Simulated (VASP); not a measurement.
# Ni in VASP: a series of runs

Ni is run at these levels: PBE; tasks: single point.

All numbers are computed with VASP 6.6.1; they aren't measurements. Logs are shortened: lines on timing, memory, paths and dates and some standing lists are left out, and cuts for length are marked.

## (1) The cell of the first run

The cell holds a slab with vacuum, 1 atom: a = 2.488 Å, b = 2.488 Å, c = 16.000 Å, α = 90.00°, β = 90.00°, γ = 120.00°.

## (2) Single point, PBE, collinear spin, ferromagnetic start

File INCAR:

```
SYSTEM = Ni
PREC = Accurate ; ENCUT = 520
EDIFF = 1E-6 ; ISMEAR = -1
SIGMA = 0.05 ; LREAL = .FALSE.
LASPH = .TRUE. ; NELM = 150
ALGO = Normal ; ISIF = 2
LWAVE = .FALSE. ; LCHARG = .FALSE.
ISPIN = 2 ; MAGMOM = 1
LORBIT = 11 ; LMAXMIX = 4
LDIPOL = .TRUE. ; IDIPOL = 3
DIPOL = 0.5 0.5 0.500 ; GGA = PE
NBANDS = 15
```

File KPOINTS:

```
regular mesh
0
G
  19 19 1
  0 0 0
```

File POSCAR:

```
Ni
1.0
    2.4880368655      0.0000000000      0.0000000000
   -1.2440184327      2.1547031311      0.0000000000
    0.0000000000      0.0000000000     16.0000000000
Ni
1
Direct
    0.0000000000      0.0000000000      0.5000000000
```

Potentials or basis: VASP PAW PBE potentials, release 64 (Ni).

The run is started by

```sh
$ cat potpaw_PBE.64/Ni/POTCAR > POTCAR
$ mpirun -np 1 vasp_std > vasp.out
```

OUTCAR:

```text
SYSTEM = Ni
   PREC = Accurate
   ENCUT = 520
   EDIFF = 1E-6
   ISMEAR = -1
   LREAL = .FALSE.
   LASPH = .TRUE.
   NELM = 150
   ISIF = 2
   ISPIN = 2
   LORBIT = 11
   GGA = PE

 ion  position               nearest neighbor table
   1  0.000  0.000  0.500-

  LATTYP: Found a hexagonal cell.
 ALAT       =     2.4880368655
 C/A-ratio  =     6.4307728804

  Lattice vectors:

 A1 = (   2.4880368655,   0.0000000000,   0.0000000000)
 A2 = (  -1.2440184327,   2.1547031311,   0.0000000000)
 A3 = (   0.0000000000,   0.0000000000,  16.0000000000)

Analysis of symmetry for initial positions (statically):
=====================================================================
 Subroutine PRICEL returns:
 Original cell was already a primitive cell.

 Routine SETGRP: Setting up the symmetry group for a
 hexagonal supercell.

 Subroutine GETGRP returns: Found 24 space group operations
 (whereof 24 operations were pure point group operations)
 out of a pool of 24 trial point group operations.

The static configuration has the point symmetry D_6h.

Analysis of symmetry for dynamics (positions and initial velocities):
=====================================================================
 Subroutine PRICEL returns:
 Original cell was already a primitive cell.

 Routine SETGRP: Setting up the symmetry group for a
 hexagonal supercell.

 Subroutine GETGRP returns: Found 24 space group operations
 (whereof 24 operations were pure point group operations)
 out of a pool of 24 trial point group operations.

The dynamic configuration has the point symmetry D_6h.

Analysis of structural, dynamic, and magnetic symmetry:
=====================================================================
 Subroutine PRICEL returns:
 Original cell was already a primitive cell.

 Routine SETGRP: Setting up the symmetry group for a
 hexagonal supercell.

 Subroutine GETGRP returns: Found 24 space group operations
 (whereof 24 operations were pure point group operations)
 out of a pool of 24 trial point group operations.

The overall configuration has the point symmetry D_6h.

 Subroutine INISYM returns: Found 24 space group operations
 (whereof 24 operations are pure point group operations),
 and found     1 'primitive' translations

----------------------------------------------------------------------------------------

                                     Primitive cell

  volume of cell :      85.7757

  direct lattice vectors                    reciprocal lattice vectors
     2.488036865  0.000000000  0.000000000     0.401923305  0.232050528  0.000000000
    -1.244018433  2.154703131  0.000000000     0.000000000  0.464101057  0.000000000
     0.000000000  0.000000000 16.000000000     0.000000000  0.000000000  0.062500000

  length of vectors
     2.488036865  2.488036865 16.000000000     0.464101057  0.464101057  0.062500000

  position of ions in fractional coordinates (direct lattice)
     0.000000000  0.000000000  0.500000000

  ion indices of the primitive-cell ions
   primitive index   ion index
                 1           1

----------------------------------------------------------------------------------------

 KPOINTS: regular mesh

Automatic generation of k-mesh.
 Grid dimensions read from file:
 generate k-points for:   19   19    1

 Generating k-lattice:

  Cartesian coordinates                     Fractional coordinates (reciprocal lattice)
     0.021153858  0.012213186  0.000000000     0.052631579  0.000000000  0.000000000
     0.000000000  0.024426371  0.000000000     0.000000000  0.052631579  0.000000000
     0.000000000  0.000000000  0.062500000     0.000000000  0.000000000  1.000000000

  Length of vectors
     0.024426371  0.024426371  0.062500000

  Shift w.r.t. Gamma in fractional coordinates (k-lattice)
     0.000000000  0.000000000  0.000000000

 Subroutine IBZKPT returns following result:
 ===========================================

 Found     40 irreducible k-points:

 Following reciprocal coordinates:
            Coordinates               Weight
  0.000000  0.000000  0.000000      1.000000
  0.052632  0.000000  0.000000      6.000000
  0.105263  0.000000  0.000000      6.000000
  0.157895  0.000000  0.000000      6.000000
  0.210526  0.000000  0.000000      6.000000
  0.263158  0.000000  0.000000      6.000000
[... 16 lines left out ...]
  0.263158  0.105263  0.000000     12.000000
  0.315789  0.105263  0.000000     12.000000
 [... further k-points ...]
   k-points           NKPTS =     40   k-points in BZ     NKDIM =     40   number of bands    NBANDS=     15
   number of dos      NEDOS =    301   number of ions     NIONS =      1
   total plane-waves  NPLWV =  48000
   dimension x,y,z NGX =    20 NGY =   20 NGZ =  120
   dimension x,y,z NGXF=    40 NGYF=   40 NGZF=  240
   ions per type =               1
   NGX,Y,Z   is equivalent  to a cutoff of  13.36, 13.36, 12.47 a.u.
   NGXF,Y,Z  is equivalent  to a cutoff of  26.73, 26.73, 24.94 a.u.
 SYSTEM =  Ni
   PREC   = accura    normal or accurate (medium, high low for compatibility)
   ISTART =      0    job   : 0-new  1-cont  2-samecut
   ICHARG =      2    charge: 1-file 2-atom 10-const
   ISPIN  =      2    spin polarized calculation?
   LNONCOLLINEAR =      F non collinear calculations
   LSORBIT =      F    spin-orbit coupling
   LASPH  =      T    aspherical Exc in radial PAW
   ENCUT  =  520.0 eV  38.22 Ry    6.18 a.u.   4.63  4.63 29.75*2*pi/ulx,y,z
   NELM   =    150;   NELMIN=  2; NELMDL= -5     # of ELM steps
   EDIFF  = 0.1E-05   stopping-criterion for ELM
   LREAL  =      F    real-space projection
[... 7 lines left out ...]
   TEBEG  =    0.0;   TEEND  =   0.0 temperature during run
   PSTRESS=    0.0 pullay stress
   NELECT =      10.0000    total number of electrons
   NUPDOWN=      -1.0000    fix difference up-down
   EMIN   =  10.00;   EMAX   =-10.00  energy-range for DOS
   EFERMI =   0.00;   METHOD = LEGACY
   ISMEAR =    -1;   SIGMA  =   0.05  broadening in eV -4-tet -1-fermi 0-gaus
   EFERMI_NEDOS =   21; number of points for ismear=-14 and -15
   IALGO  =     38    algorithm
   IMIX   =      4    mixing-type and parameters
     AMIX     =   0.40;   BMIX     =  1.00
     AMIX_MAG =   1.60;   BMIX_MAG =  1.00
  volume/ion in A,a.u.               =      85.78       578.84
  Fermi-wavevector in a.u.,A,eV,Ry     =   0.799748  1.511305  8.702254  0.639598
  Thomas-Fermi vector in A             =   1.906912
   LORBIT       =     11    0 simple, 1 ext, 2 COOP (PROOUT), +10 PAW based schemes
   GGA     = PE    functional components
   LHFCALC =     F    Hartree Fock is set to
   AEXX    =    0.0000 exact exchange contribution
   IVDW    =     0    specifies the selected vdW correction
   LEPSILON=     F    determine dielectric tensor
   LRPA    =     F    only Hartree local field effects (RPA)
 spin polarized calculation
  energy-cutoff  :      520.00
  volume of cell :       85.78
 maximum number of plane-waves:      2348
 NGX is ok and might be reduce to    20
   NGX =  9   NGY =  9   NGZ = 59

 dipolmoment           0.000000      0.000000     -0.000000 electrons x Angstroem

 number of electron      10.0000002 magnetization       0.9111754

 dipolmoment           0.000000      0.000000      0.000000 electrons x Angstroem

 Free energy of the ion-electron system (eV)
  ---------------------------------------------------
  ext. energy  EPLUGINS =         0.00000000
  ---------------------------------------------------
  free energy    TOTEN  =        -4.19859465 eV

  energy without entropy =       -4.17848320  energy(sigma->0) =       -4.18853893

 E-fermi :  -3.4301     XC(G=0):  -2.8190

 val. band max:       -3.4430708158   @ k =   0.4211   0.1053   0.0000
 cond. band min:      -3.4222513532   @ k =   0.3158   0.1053   0.0000
 fundamental gap:      0.0208194626
 Fermi energy:        -3.4301356960

 spin component 1

 k-point     1 :       0.0000    0.0000    0.0000
  band No.  band energies     occupation
      1      -8.9073      1.00000
      2      -5.4206      1.00000
      3      -5.4206      1.00000
      4      -5.1132      1.00000
      5      -4.3710      1.00000
      6      -4.3710      1.00000
      7      -2.3564      0.00000
      8       1.5260      0.00000
      9       2.3215      0.00000
     10       2.6067      0.00000
     11       4.7885      0.00000
     12       5.3258      0.00000
     13       8.6838      0.00000
     14       9.3132      0.00000
     15      13.8539      0.00000
[... 397 lines left out ...]
 k-point    24 :       0.3158    0.1053    0.0000
  band No.  band energies     occupation
      1      -6.6700      1.00000
      2      -5.8136      1.00000
      3      -4.8469      1.00000
      4      -4.7030      1.00000
      5      -4.3164      1.00000
      6      -2.6978      0.00000
      7       3.0626      0.00000
      8       5.8940      0.00000
      9       6.7288      0.00000
     10       7.0669      0.00000
     11       7.3623      0.00000
     12       9.5307      0.00000
     13       9.8407      0.00000
     14      11.7440      0.00000
     15      13.0622      0.00000

 [... further k-points ...]

 spin component 2

 k-point     1 :       0.0000    0.0000    0.0000
  band No.  band energies     occupation
      1      -8.8315      1.00000
      2      -4.6830      1.00000
      3      -4.5192      1.00000
      4      -4.5192      1.00000
      5      -3.0484      0.00048
      6      -3.0484      0.00048
      7      -2.4169      0.00000
      8       1.5010      0.00000
      9       2.2716      0.00000
     10       2.6482      0.00000
     11       4.7939      0.00000
     12       5.3242      0.00000
     13       8.6842      0.00000
     14       9.3041      0.00000
     15      13.8519      0.00000
[... 397 lines left out ...]
 k-point    24 :       0.3158    0.1053    0.0000
  band No.  band energies     occupation
      1      -6.0235      1.00000
      2      -4.7324      1.00000
      3      -4.1936      1.00000
      4      -3.7596      0.99863
      5      -3.4223      0.46066
      6      -2.2245      0.00000
      7       3.1270      0.00000
      8       5.8749      0.00000
      9       6.8502      0.00000
     10       7.0312      0.00000
     11       7.4490      0.00000
     12       9.5448      0.00000
     13       9.8272      0.00000
     14      11.7437      0.00000
     15      13.1815      0.00000

 [... further k-points ...]

------------------------ aborting loop because EDIFF is reached ----------------------------------------

 vacuum level on the upper side and lower side of the slab       (xc-potential included)        -0.154        -0.154

  FORCE on cell =-STRESS in cart. coord.  units (eV):
  Direction    XX          YY          ZZ          XY          YZ          ZX
  --------------------------------------------------------------------------------------
  -------------------------------------------------------------------------------------
  Total       -1.7246779     -1.7246779     -0.0000007     -0.0000000      0.0000000      0.0000000
  in kB      -32.2147195    -32.2147195     -0.0000138     -0.0000000      0.0000000      0.0000000
  external PRESSURE =     -21.4764843 kB  Pullay stress =       0.0000000 kB

 VOLUME and BASIS-vectors are now :
 -----------------------------------------------------------------------------
  energy-cutoff  :      520.00
  volume of cell :       85.78
      direct lattice vectors                 reciprocal lattice vectors
     2.488036865  0.000000000  0.000000000     0.401923305  0.232050528  0.000000000
    -1.244018433  2.154703131  0.000000000     0.000000000  0.464101057  0.000000000
     0.000000000  0.000000000 16.000000000     0.000000000  0.000000000  0.062500000

 POSITION                                       TOTAL-FORCE (eV/Angst)
 -----------------------------------------------------------------------------------
      0.00000      0.00000      8.00000         0.000000      0.000000      0.000000
 -----------------------------------------------------------------------------------
    total drift:                               -0.000000     -0.000000      0.000000

  FREE ENERGIE OF THE ION-ELECTRON SYSTEM (eV)
  ---------------------------------------------------
  free  energy   TOTEN  =        -4.1985946515 eV

  energy  without entropy=       -4.1784832006  energy(sigma->0) =       -4.18853893

 vacuum level on the upper side and lower side of the slab         1.808         1.808

 total charge

# of ion       s       p       d       tot
------------------------------------------
    1        0.501   0.269   8.243   9.013

 magnetization (x)

# of ion       s       p       d       tot
------------------------------------------
    1       -0.002  -0.015   0.960   0.944
```

It took 2.7 min on 1 thread of AMD EPYC 7R43 (Zen 3), shared host; peak memory 0.24 GiB.

What came out:

```
Free energy                                           : -4.1986 eV
Net moment                                            : 0.91 μB per cell
Site moments                                          : Ni +0.94 μB
Valence electrons inside the program's atomic spheres : Ni 9.01
```

## (3) Single point, PBE, collinear spin, ferromagnetic start

File INCAR:

```
PREC = Accurate ; ENCUT = 520
EDIFF = 1E-6 ; ISMEAR = -1
SIGMA = 0.05 ; LREAL = False
LASPH = True ; NELM = 150
ALGO = Normal ; ISIF = 2
LWAVE = False ; LCHARG = False
ISPIN = 2 ; MAGMOM = 1
LORBIT = 11 ; LMAXMIX = 4
LDIPOL = True ; IDIPOL = 3
DIPOL = 0.5 0.5 0.500 ; GGA = PE
EFIELD = -0.1 ; NBANDS = 15
```

File KPOINTS:

```
Automatic mesh
0
Gamma
  19 19 1
```

POSCAR is that of step 2.

Potentials or basis: VASP PAW PBE potentials, release 64 (Ni).

The run is started by

```sh
$ cat potpaw_PBE.64/Ni/POTCAR > POTCAR
$ mpirun -np 1 vasp_std > vasp.out
```

OUTCAR:

```text
PREC = Accurate
   ENCUT = 520
   EDIFF = 1E-6
   ISMEAR = -1
   LREAL = False
   LASPH = True
   NELM = 150
   ISIF = 2
   ISPIN = 2
   LORBIT = 11
   GGA = PE

 ion  position               nearest neighbor table
   1  0.000  0.000  0.500-

  LATTYP: Found a hexagonal cell.
 ALAT       =     2.4880368655
 C/A-ratio  =     6.4307728804

  Lattice vectors:

 A1 = (   2.4880368655,   0.0000000000,   0.0000000000)
[... 1078 lines left out ...]
  -------------------------------------------------------------------------------------
  Total       -1.7242974     -1.7242974     -0.0007884     -0.0000000      0.0000000     -0.0000000
  in kB      -32.2076111    -32.2076111     -0.0147258     -0.0000000      0.0000000     -0.0000000
  external PRESSURE =     -21.4766493 kB  Pullay stress =       0.0000000 kB

 VOLUME and BASIS-vectors are now :
 -----------------------------------------------------------------------------
  energy-cutoff  :      520.00
  volume of cell :       85.78
      direct lattice vectors                 reciprocal lattice vectors
     2.488036865  0.000000000  0.000000000     0.401923305  0.232050528  0.000000000
    -1.244018433  2.154703131  0.000000000     0.000000000  0.464101057  0.000000000
     0.000000000  0.000000000 16.000000000     0.000000000  0.000000000  0.062500000

 POSITION                                       TOTAL-FORCE (eV/Angst)
 -----------------------------------------------------------------------------------
      0.00000      0.00000      8.00000        -0.000000     -0.000000     -0.000027
 -----------------------------------------------------------------------------------
    total drift:                               -0.000000     -0.000000     -0.000027

  FREE ENERGIE OF THE ION-ELECTRON SYSTEM (eV)
  ---------------------------------------------------
  free  energy   TOTEN  =        -4.1990363296 eV

  energy  without entropy=       -4.1789244064  energy(sigma->0) =       -4.18898037

 vacuum level on the upper side and lower side of the slab         2.486         1.191

 total charge

# of ion       s       p       d       tot
------------------------------------------
    1        0.501   0.269   8.243   9.013

 magnetization (x)

# of ion       s       p       d       tot
------------------------------------------
    1       -0.002  -0.015   0.960   0.944
```

It took 2.8 min on 1 thread of AMD EPYC 7R43 (Zen 3), shared host; peak memory 0.24 GiB.

Results:

```
Free energy                                           : -4.1990 eV
Net moment                                            : 0.91 μB per cell
Site moments                                          : Ni +0.94 μB
Valence electrons inside the program's atomic spheres : Ni 9.01
```
